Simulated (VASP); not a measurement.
# Ru (P6_3/mmc) in VASP: further runs

The runs below take Ru through single point, with PBEsol.

Everything below comes from runs of VASP 6.6.1. Logs are shortened: lines on timing, memory, paths and dates and some standing lists are left out, and cuts for length are marked.

**1. The cell of the first run**

It takes space group P6_3/mmc (No. 194, hexagonal). Conventional cell: a = 2.757 Å, b = 2.757 Å, c = 4.358 Å, α = 90.00°, β = 90.00°, γ = 120.00°. Ru (site symmetry -6m2) has 12 Ru at 2.70 to 2.76 Å within 3.6 Å.

**2. Single point, PBEsol (strain +0.025 along x and y, +0.025 along z)**

Input file INCAR:

```
PREC     = Accurate       # precision mode
ENCUT    = 520            # plane-wave cutoff, eV
EDIFF    = 1E-7           # SCF threshold, eV
ISMEAR   = 0              # smearing method
SIGMA    = 0.15           # smearing width, eV
LREAL    = F              # projectors in reciprocal space
LASPH    = T              # aspherical terms in the spheres
NELM     = 60             # most SCF steps
ALGO     = Fast           # electronic algorithm
ISIF     = 2              # what is computed and relaxed
LWAVE    = F              # write WAVECAR
LCHARG   = T              # write CHGCAR
GGA      = PS             # functional
LELF     = T              # ELF
LVHAR    = T            
NBANDS   = 21             # bands
```

Input file KPOINTS:

```
Automatic mesh
0
Gamma
  24 24 14
```

Input file POSCAR:

```
Ru
1.0
    2.7567620996      0.0000000000      0.0000000000
   -1.3783810498      2.3874260104      0.0000000000
    0.0000000000      0.0000000000      4.3582189746
Ru
2
Direct
    0.3333333333      0.6666666667      0.2500000000
    0.6666666667      0.3333333333      0.7500000000
```

Potentials or basis: VASP PAW PBE potentials, release 64 (Ru_pv).

Started as:

```console
> cat potpaw_PBE.64/Ru_pv/POTCAR > POTCAR
> mpirun -np 1 vasp_std > vasp.out
```

OUTCAR:

```text
PREC = Accurate
   ENCUT = 520
   EDIFF = 1E-7
   ISMEAR = 0
   LREAL = F
   LASPH = T
   NELM = 60
   ISIF = 2
   GGA = PS

 ion  position               nearest neighbor table
   1  0.333  0.667  0.250-   2 2.70   2 2.70   2 2.70   2 2.70   2 2.70   2 2.70
   2  0.667  0.333  0.750-   1 2.70   1 2.70   1 2.70   1 2.70   1 2.70   1 2.70

  LATTYP: Found a hexagonal cell.
 ALAT       =     2.7567620996
 C/A-ratio  =     1.5809195053

  Lattice vectors:

 A1 = (   2.7567620996,   0.0000000000,   0.0000000000)
 A2 = (  -1.3783810498,   2.3874260104,   0.0000000000)
 A3 = (   0.0000000000,   0.0000000000,   4.3582189746)

Analysis of symmetry for initial positions (statically):
=====================================================================
 Subroutine PRICEL returns:
 Original cell was already a primitive cell.

 Routine SETGRP: Setting up the symmetry group for a
 hexagonal supercell.

 Subroutine GETGRP returns: Found 24 space group operations
 (whereof 12 operations were pure point group operations)
 out of a pool of 24 trial point group operations.

The static configuration has the point symmetry D_3d.
 The point group associated with its full space group is D_6h.

Analysis of symmetry for dynamics (positions and initial velocities):
=====================================================================
 Subroutine PRICEL returns:
 Original cell was already a primitive cell.

 Routine SETGRP: Setting up the symmetry group for a
 hexagonal supercell.

 Subroutine GETGRP returns: Found 24 space group operations
 (whereof 12 operations were pure point group operations)
 out of a pool of 24 trial point group operations.

The dynamic configuration has the point symmetry D_3d.
 The point group associated with its full space group is D_6h.

 Subroutine INISYM returns: Found 24 space group operations
 (whereof 12 operations are pure point group operations),
 and found     1 'primitive' translations

----------------------------------------------------------------------------------------

                                     Primitive cell

  volume of cell :      28.6839

  direct lattice vectors                    reciprocal lattice vectors
     2.756762100  0.000000000  0.000000000     0.362744395  0.209430574  0.000000000
    -1.378381050  2.387426010  0.000000000     0.000000000  0.418861148  0.000000000
     0.000000000  0.000000000  4.358218975     0.000000000  0.000000000  0.229451527

  length of vectors
     2.756762100  2.756762100  4.358218975     0.418861148  0.418861148  0.229451527

  position of ions in fractional coordinates (direct lattice)
     0.333333333  0.666666667  0.250000000
     0.666666667  0.333333333  0.750000000

  ion indices of the primitive-cell ions
   primitive index   ion index
                 1           1
                 2           2

----------------------------------------------------------------------------------------

 KPOINTS: Automatic mesh

Automatic generation of k-mesh.
 Grid dimensions read from file:
 generate k-points for:   24   24   14

 Generating k-lattice:

  Cartesian coordinates                     Fractional coordinates (reciprocal lattice)
     0.015114350  0.008726274  0.000000000     0.041666667  0.000000000  0.000000000
     0.000000000  0.017452548  0.000000000     0.000000000  0.041666667  0.000000000
     0.000000000  0.000000000  0.016389395     0.000000000  0.000000000  0.071428571

  Length of vectors
     0.017452548  0.017452548  0.016389395

  Shift w.r.t. Gamma in fractional coordinates (k-lattice)
     0.000000000  0.000000000  0.000000000

 Subroutine IBZKPT returns following result:
 ===========================================

 Found    488 irreducible k-points:

 Following reciprocal coordinates:
            Coordinates               Weight
  0.000000  0.000000  0.000000      1.000000
  0.041667  0.000000  0.000000      6.000000
  0.083333  0.000000  0.000000      6.000000
  0.125000  0.000000  0.000000      6.000000
  0.166667  0.000000  0.000000      6.000000
  0.208333 -0.000000  0.000000      6.000000
[... 16 lines left out ...]
  0.416667  0.041667  0.000000     12.000000
  0.458333  0.041667  0.000000     12.000000
 [... further k-points ...]
   k-points           NKPTS =    488   k-points in BZ     NKDIM =    488   number of bands    NBANDS=     21
   number of dos      NEDOS =    301   number of ions     NIONS =      2
   total plane-waves  NPLWV =  18432
   dimension x,y,z NGX =    24 NGY =   24 NGZ =   32
   dimension x,y,z NGXF=    48 NGYF=   48 NGZF=   64
   ions per type =               2
   NGX,Y,Z   is equivalent  to a cutoff of  14.47, 14.47, 12.21 a.u.
   NGXF,Y,Z  is equivalent  to a cutoff of  28.95, 28.95, 24.41 a.u.
 SYSTEM =  unknown system
   PREC   = accura    normal or accurate (medium, high low for compatibility)
   ISTART =      0    job   : 0-new  1-cont  2-samecut
   ICHARG =      2    charge: 1-file 2-atom 10-const
   ISPIN  =      1    spin polarized calculation?
   LNONCOLLINEAR =      F non collinear calculations
   LSORBIT =      F    spin-orbit coupling
   LASPH  =      T    aspherical Exc in radial PAW
   ENCUT  =  520.0 eV  38.22 Ry    6.18 a.u.   5.13  5.13  8.10*2*pi/ulx,y,z
   NELM   =     60;   NELMIN=  2; NELMDL= -5     # of ELM steps
   EDIFF  = 0.1E-06   stopping-criterion for ELM
   LREAL  =      F    real-space projection
   EDIFFG = 0.1E-05   stopping-criterion for IOM
   NSW    =      0    number of steps for IOM
   IBRION =     -1    ionic relax: 0-MD 1-quasi-New 2-CG
   NFREE  =      0    steps in history (QN), initial steepest desc. (CG)
   ISIF   =      2    stress and relaxation
   ISYM   =      2    0-nonsym 1-usesym 2-fastsym
   POTIM  = 0.5000    time-step for ionic-motion
   TEBEG  =    0.0;   TEEND  =   0.0 temperature during run
   PSTRESS=    0.0 pullay stress
   NELECT =      28.0000    total number of electrons
   NUPDOWN=      -1.0000    fix difference up-down
   EMIN   =  10.00;   EMAX   =-10.00  energy-range for DOS
   EFERMI =   0.00;   METHOD = LEGACY
   ISMEAR =     0;   SIGMA  =   0.15  broadening in eV -4-tet -1-fermi 0-gaus
   EFERMI_NEDOS =   21; number of points for ismear=-14 and -15
   IALGO  =     68    algorithm
   IMIX   =      4    mixing-type and parameters
     AMIX     =   0.40;   BMIX     =  1.00
     AMIX_MAG =   1.60;   BMIX_MAG =  1.00
  volume/ion in A,a.u.               =      14.34        96.78
  Fermi-wavevector in a.u.,A,eV,Ry     =   1.623983  3.068882 35.882918  2.637320
  Thomas-Fermi vector in A             =   2.717344
   LORBIT       =      0    0 simple, 1 ext, 2 COOP (PROOUT), +10 PAW based schemes
   GGA     = PS    functional components
   LHFCALC =     F    Hartree Fock is set to
   AEXX    =    0.0000 exact exchange contribution
   IVDW    =     0    specifies the selected vdW correction
   LEPSILON=     F    determine dielectric tensor
   LRPA    =     F    only Hartree local field effects (RPA)
 non-spin polarized calculation
 RMM-DIIS sequential band-by-band and
 Gauss-broadening in eV      SIGMA  =   0.15
  energy-cutoff  :      520.00
  volume of cell :       28.68
 maximum number of plane-waves:       796
 NGX is ok and might be reduce to    24
   NGX = 11   NGY = 11   NGZ = 17

 number of electron      28.0000013 magnetization

 Free energy of the ion-electron system (eV)
  ---------------------------------------------------
  ext. energy  EPLUGINS =         0.00000000
  ---------------------------------------------------
  free energy    TOTEN  =       -20.20307539 eV

  energy without entropy =      -20.18061823  energy(sigma->0) =      -20.19184681

 E-fermi :  11.7288     XC(G=0): -13.9440

 val. band max:       11.7286341948   @ k =   0.3333   0.2083   0.2857
 cond. band min:      11.7296286650   @ k =   0.5000   0.0000   0.3571
 fundamental gap:      0.0009944702
 Fermi energy:        11.7287962438

 k-point     1 :       0.0000    0.0000    0.0000
  band No.  band energies     occupation
      1     -31.6834      2.00000
      2     -30.9024      2.00000
      3     -30.9024      2.00000
      4     -30.7576      2.00000
      5     -30.7576      2.00000
      6     -30.7226      2.00000
[... 13 lines left out ...]
     20      22.0678      0.00000
     21      22.0824      0.00000

 k-point     2 :       0.0417    0.0000    0.0000
  band No.  band energies     occupation
      1     -31.6784      2.00000
      2     -30.9129      2.00000
      3     -30.9060      2.00000
      4     -30.7686      2.00000
      5     -30.7590      2.00000
      6     -30.7250      2.00000
[... 13 lines left out ...]
     20      22.0680      0.00000
     21      22.0829      0.00000

 k-point     3 :       0.0833    0.0000    0.0000
  band No.  band energies     occupation
      1     -31.6636      2.00000
      2     -30.9438      2.00000
      3     -30.9165      2.00000
      4     -30.8009      2.00000
      5     -30.7634      2.00000
      6     -30.7320      2.00000
[... 13 lines left out ...]
     20      22.0677      0.00000
     21      22.0815      0.00000

 k-point     4 :       0.1250    0.0000    0.0000
  band No.  band energies     occupation
      1     -31.6395      2.00000
      2     -30.9929      2.00000
      3     -30.9328      2.00000
      4     -30.8517      2.00000
      5     -30.7706      2.00000
      6     -30.7436      2.00000
[... 13 lines left out ...]
     20      22.0676      0.00000
     21      22.0806      0.00000

 k-point     5 :       0.1667    0.0000    0.0000
  band No.  band energies     occupation
      1     -31.6069      2.00000
      2     -31.0570      2.00000
      3     -30.9537      2.00000
      4     -30.9169      2.00000
      5     -30.7803      2.00000
      6     -30.7600      2.00000
[... 13 lines left out ...]
     20      22.0676      0.00000
     21      22.0790      0.00000
[... 382 lines left out ...]
     20      22.0154      0.00000
     21      22.1830      0.00000

 k-point    22 :       0.3750    0.0417    0.0000
  band No.  band energies     occupation
      1     -31.4554      2.00000
      2     -31.3435      2.00000
      3     -31.3032      2.00000
      4     -31.0811      2.00000
      5     -30.9205      2.00000
      6     -30.8533      2.00000
[... 13 lines left out ...]
     20      22.0237      0.00000
     21      24.9381      0.00000

 k-point    23 :       0.4167    0.0417    0.0000
  band No.  band energies     occupation
      1     -31.4954      2.00000
      2     -31.3390      2.00000
      3     -31.3039      2.00000
      4     -31.0939      2.00000
      5     -30.9499      2.00000
      6     -30.8605      2.00000
[... 13 lines left out ...]
     20      22.7027      0.00000
     21      24.4023      0.00000

 k-point    24 :       0.4583    0.0417    0.0000
  band No.  band energies     occupation
      1     -31.5161      2.00000
      2     -31.3575      2.00000
      3     -31.2804      2.00000
      4     -31.1005      2.00000
      5     -30.9680      2.00000
      6     -30.8643      2.00000
[... 13 lines left out ...]
     20      23.1059      0.00000
     21      24.1082      0.00000

 [... further k-points ...]

------------------------ aborting loop because EDIFF is reached ----------------------------------------

  FORCE on cell =-STRESS in cart. coord.  units (eV):
  Direction    XX          YY          ZZ          XY          YZ          ZX
  --------------------------------------------------------------------------------------
  -------------------------------------------------------------------------------------
  Total       -3.7406266     -3.7406266     -4.1050307     -0.0000000      0.0000000      0.0000000
  in kB     -208.9376411   -208.9376411   -229.2919093     -0.0000000      0.0000000      0.0000000
  external PRESSURE =    -215.7223972 kB  Pullay stress =       0.0000000 kB

 VOLUME and BASIS-vectors are now :
 -----------------------------------------------------------------------------
  energy-cutoff  :      520.00
  volume of cell :       28.68
      direct lattice vectors                 reciprocal lattice vectors
     2.756762100  0.000000000  0.000000000     0.362744395  0.209430574  0.000000000
    -1.378381050  2.387426010  0.000000000     0.000000000  0.418861148  0.000000000
     0.000000000  0.000000000  4.358218975     0.000000000  0.000000000  0.229451527

 POSITION                                       TOTAL-FORCE (eV/Angst)
 -----------------------------------------------------------------------------------
     -0.00000      1.59162      1.08955        -0.000000     -0.000000      0.000000
      1.37838      0.79581      3.26866         0.000000      0.000000      0.000000
 -----------------------------------------------------------------------------------
    total drift:                               -0.000000      0.000000     -0.000000

  FREE ENERGIE OF THE ION-ELECTRON SYSTEM (eV)
  ---------------------------------------------------
  free  energy   TOTEN  =       -20.2030753930 eV

  energy  without entropy=      -20.1806182251  energy(sigma->0) =      -20.19184681
```

Wall time 6 min (1 thread of Intel Xeon 8259CL, shared host); peak memory 0.34 GiB.

Results:

* Free energy: -20.2031 eV
* Pressure: -21.6 GPa
* Band gap on the k mesh: zero (bands 14 and 15 overlap by 2.92 eV)

Levels at points of the mesh, in eV from the Fermi level:
| k point | band 12 | band 13 | band 14 | band 15 | band 16 | band 17 |
| --- | --- | --- | --- | --- | --- | --- |
| (0.00, 0.00, 0.00) | -1.78 | -1.78 | -1.30 | -1.30 | 1.09 | 1.09 |
| (0.50, 0.00, 0.00) | -1.74 | -1.43 | 1.29 | 1.68 | 1.76 | 3.76 |
| (0.00, 0.00, 0.50) | -2.56 | -2.56 | -2.56 | 0.49 | 0.49 | 0.49 |
| (0.50, 0.00, 0.50) | -0.98 | 0.39 | 0.39 | 1.53 | 1.53 | 3.15 |

Caveat: the cell differs from its parent crystal (strain +0.025 along x and y, +0.025 along z); the cell stands under tension; the PAW data sets were made with another functional, which shifts forces and pressure a little.

**3. Single point, PBEsol (strain +0.050 along x and y, +0.000 along z)**

Input file INCAR:

```
PREC = Accurate
ENCUT = 520
EDIFF = 1E-6
ISMEAR = 0
SIGMA = 0.15
LREAL = False
LASPH = True
NELM = 100
ALGO = Fast
ISIF = 2
LWAVE = False
LCHARG = False
GGA = PS
NBANDS = 21
```

KPOINTS is that of step 2.

Input file POSCAR:

```
Ru
1.0
    2.8240001996      0.0000000000      0.0000000000
   -1.4120000998      2.4456559131      0.0000000000
    0.0000000000      0.0000000000      4.2519209508
Ru
2
Direct
    0.3333333333      0.6666666667      0.2500000000
    0.6666666667      0.3333333333      0.7500000000
```

Potentials or basis: VASP PAW PBE potentials, release 64 (Ru_pv).

Started as:

```console
> cat potpaw_PBE.64/Ru_pv/POTCAR > POTCAR
> mpirun -np 1 vasp_std > vasp.out
```

Wall time 5.1 min (1 thread of Intel Xeon 8259CL, shared host); peak memory 0.34 GiB.

The run converged. Its results:

```
Free energy            : -20.0649 eV
Pressure               : -25.6 GPa
Band gap on the k mesh : zero (bands 14 and 15 overlap by 2.84 eV)
```

Stress tensor (GPa, compression positive):
```
-30.35   0.00   0.00
  0.00 -30.35   0.00
  0.00   0.00 -16.21
```

Levels at points of the mesh, in eV from the Fermi level:
| k point | band 10 | band 11 | band 12 | band 13 | band 14 | band 15 | band 16 | band 17 | band 18 | band 19 |
| --- | --- | --- | --- | --- | --- | --- | --- | --- | --- | --- |
| (0.00, 0.00, 0.00) | -2.38 | -1.76 | -1.67 | -1.67 | -1.59 | -1.59 | 1.05 | 1.05 | 1.71 | 9.98 |
| (0.50, 0.00, 0.00) | -3.02 | -1.86 | -1.64 | -1.14 | 0.96 | 1.44 | 1.86 | 3.50 | 5.35 | 10.44 |
| (0.00, 0.00, 0.50) | -2.65 | -2.65 | -2.65 | -2.26 | -2.26 | 0.52 | 0.52 | 0.52 | 0.52 | 10.37 |
| (0.50, 0.00, 0.50) | -3.90 | -1.13 | -1.13 | 0.34 | 0.34 | 1.27 | 1.27 | 3.02 | 3.02 | 9.51 |

Caveat: the cell differs from its parent crystal (strain +0.050 along x and y, +0.000 along z); the stress differs along the axes, from -30 to -16 GPa; the PAW data sets were made with another functional, which shifts forces and pressure a little.

**4. Single point, PBEsol (strain +0.025 along x and y, +0.050 along z)**

Edit INCAR of step 3 so:

```diff
@@ -7,3 +7,3 @@
 LASPH = True
-NELM = 100
+NELM = 80
 ALGO = Fast
```

KPOINTS is that of step 3.

Input file POSCAR:

```
Ru
1.0
    2.7567620996      0.0000000000      0.0000000000
   -1.3783810498      2.3874260104      0.0000000000
    0.0000000000      0.0000000000      4.4645169983
Ru
2
Direct
    0.3333333333      0.6666666667      0.2500000000
    0.6666666667      0.3333333333      0.7500000000
```

Started as:

```console
> cat potpaw_PBE.64/Ru_pv/POTCAR > POTCAR
> mpirun -np 1 vasp_std > vasp.out
```

Wall time 6.2 min (1 thread of Intel Xeon 8259CL, shared host); peak memory 0.34 GiB.

The run converged. Its results:

```
Free energy            : -20.0785 eV
Pressure               : -27.0 GPa
Band gap on the k mesh : zero (bands 14 and 15 overlap by 2.89 eV)
```

Stress tensor (GPa, compression positive):
```
-23.48   0.00   0.00
  0.00 -23.48   0.00
  0.00   0.00 -34.03
```

Levels at points of the mesh, in eV from the Fermi level:
```
           k point  band 11  band 12  band 13  band 14  band 15  band 16  band 17  band 18
(0.00, 0.00, 0.00)    -2.29    -1.74    -1.74    -1.08    -1.08     0.93     1.06     1.06
(0.50, 0.00, 0.00)    -2.00    -1.61    -1.49     1.38     1.60     1.70     3.70     5.61
(0.00, 0.00, 0.50)    -2.40    -2.40    -2.40    -2.40     0.46     0.46     0.46     0.46
(0.50, 0.00, 0.50)    -0.86    -0.86     0.39     0.39     1.57     1.57     3.09     3.09
```

Caveat: the cell differs from its parent crystal (strain +0.025 along x and y, +0.050 along z); the stress differs along the axes, from -34 to -23 GPa; the PAW data sets were made with another functional, which shifts forces and pressure a little.

**5. The runs side by side**

```csv
cell,further INCAR settings,gap on the mesh (eV),pressure (GPa)
"a = 2.757, b = 2.757, c = 4.358 Å, angles 90.0, 90.0, 120.0°, 2 atoms",ALGO = Fast; EDIFF = 1e-07; NBANDS = 21,none,-21.6
"a = 2.824, b = 2.824, c = 4.252 Å, angles 90.0, 90.0, 120.0°, 2 atoms",ALGO = Fast; EDIFF = 1e-06; NBANDS = 21,none,-25.6
"a = 2.757, b = 2.757, c = 4.465 Å, angles 90.0, 90.0, 120.0°, 2 atoms",ALGO = Fast; EDIFF = 1e-06; NBANDS = 21,none,-27.0
```

Alike in all rows: task single point; level PBEsol; potentials or basis VASP PAW PBE potentials, release 64 (Ru_pv); no spin polarisation; k mesh 24 × 24 × 14; cutoff (eV) 520; smearing gaussian 0.15 eV.

Caveats: the PAW data sets were made with another functional, which shifts forces and pressure a little; the cell stands under tension (at least some runs); the stress differs along the axes, from -30 to -16 GPa (at least some runs); the stress differs along the axes, from -34 to -23 GPa (at least some runs).

Absolute energies hang on the potentials; compare differences alone.
